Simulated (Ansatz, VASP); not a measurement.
**Two plane-wave programs on Na**

```xyz
2
Lattice="0.0000 4.0630 4.0630 4.0630 0.0000 4.0630 4.0630 4.0630 0.0000" Properties=species:S:1:pos:R:3 pbc="T T T"
Na    1.0157    1.0157    1.0157
Na    7.1102    7.1102    7.1102
```

Alike in both runs: task single point; functional BLYP; k mesh 8 × 8 × 8; occupations fermi-dirac, width 0.1 eV; no spin polarisation.

```csv
,VASP,Ansatz
version,VASP 6.6.1,Ansatz 0.2.0
potentials or method,"VASP PAW PBE potentials, release 64 (Na_pv), cutoff 520 eV","plane waves (420 eV) with PAW, scalar-relativistic"
valence electrons in the cell,14,18
```

```csv
,VASP,Ansatz,Ansatz less VASP
pressure (GPa),-0.1,-0.1,+0.01
```

VASP's potentials were made for PBE, not for BLYP. VASP's potentials hold 14 valence electrons a cell and Ansatz's 18, so a difference there can come from the potentials and not from the codes.
